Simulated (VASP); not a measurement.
HgTe:

```
Hg Te
1.0
     3.79034    0.00000    0.00000
     0.00000    3.79034    0.00000
     0.00000    0.00000    3.79034
Hg Te
1 1
Direct
  0.00000 0.00000 0.00000
  0.50000 0.50000 0.50000
```

Base run:

```yaml
Program: VASP 6.6.1
Functional: PBE
Potentials_or_basis: VASP PAW PBE potentials, release 64 (Hg, Te)
Cutoff: 500 eV
k_mesh: 6 × 6 × 6
Occupations: fermi-dirac, width 0.02 eV
Spin: no spin polarisation
```

Its results: band gap on the k mesh zero (bands 9 and 10 overlap by 1.80 eV); pressure 0.7 GPa.

Task: After a change of settings the same cell gave: band gap on the k mesh zero (bands 9 and 10 overlap by 1.85 eV); pressure 0.1 GPa. Which change was it?
A. functional from PBE to PBEsol
B. functional from PBE to r2SCAN; cutoff from 500 eV to 550 eV
C. functional from PBE to PBEsol; k mesh from 6 × 6 × 6 to 4 × 4 × 4

Result: B.

Caveats: spin-orbit coupling is left out, which moves the levels of the heavy elements; the PAW data sets were made with another functional, which shifts forces and pressure a little (at least some runs).
